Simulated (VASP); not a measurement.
A run of VASP 6.6.1 is set up as follows.

File INCAR:

```
PREC = Accurate ; ENCUT = 500
EDIFF = 1E-6 ; ISMEAR = -1
SIGMA = 0.1 ; LREAL = F
LASPH = T ; NELM = 120
ALGO = Normal ; ISIF = 2
LWAVE = F ; LCHARG = T
GGA = PS ; IVDW = 12
LELF = T ; LVHAR = T
NBANDS = 16 ; GGA_COMPAT = F
```

KPOINTS

```
Automatic mesh
0
Gamma
  8 8 8
```

POSCAR

```
GaSb
1.0
   -2.6666178529      2.6666178529      1.5340410268
    2.6666178529     -2.6666178529      1.5340410268
    2.6666178529      2.6666178529     -1.5340410268
Ga Sb
1 1
Direct
    0.2500000000      0.7500000000      0.5000000000
    0.0000000000      0.0000000000      0.0000000000
```

Potentials or basis: VASP PAW PBE potentials, release 64 (Ga_d, Sb).

Command:

```sh
$ cat potpaw_PBE.64/Ga_d/POTCAR potpaw_PBE.64/Sb/POTCAR > POTCAR
$ mpirun -np 1 vasp_std > vasp.out
```

(1) Estimate the dispersion energy per atom.

(2) Predict the pressure.

Answers

(1) -0.422 eV.

(2) 0.0 GPa.

Caveat: the PAW data sets were made with another functional, which shifts forces and pressure a little.
